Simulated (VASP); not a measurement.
**InAs (x): single point with LDA**

Crystal: InAs (x).

```
CELL_PARAMETERS angstrom
0.00000 3.05356 3.05356
3.05356 0.00000 3.05356
3.05356 3.05356 0.00000
ATOMIC_POSITIONS crystal
In 0.25000 0.25000 0.25000
As 0.00000 0.00000 0.00000
```

```yaml
Program: VASP 6.6.1
Task: single point
Functional: LDA
Potentials_or_basis: VASP PAW LDA potentials, release 64 (In_d, As)
Cutoff: 520 eV
k_mesh: 12 × 12 × 12
Occupations: gaussian, width 0.1 eV
Spin: no spin polarisation
```

The pressure is -2.1 GPa. The band gap on the k mesh is zero (filled and empty bands touch).

Levels at points of the mesh, in eV from the Fermi level:
| k point | band 7 | band 8 | band 9 | band 10 | band 11 | band 12 |
| --- | --- | --- | --- | --- | --- | --- |
| (0.00, 0.00, 0.00) | -0.61 | -0.06 | -0.06 | -0.06 | 3.75 | 3.75 |
| (0.50, 0.00, 0.00) | -5.75 | -1.02 | -1.02 | 0.68 | 4.53 | 4.53 |
| (0.50, 0.50, 0.00) | -5.85 | -2.31 | -2.31 | 1.41 | 1.89 | 8.75 |

Wall time 78 s on 1 thread of AMD EPYC 7R43 64-Core Processor (Zen 3), with other jobs on the host, peak memory 0.16 GiB.

Caveat: spin-orbit coupling is left out, which moves the levels of the heavy elements.
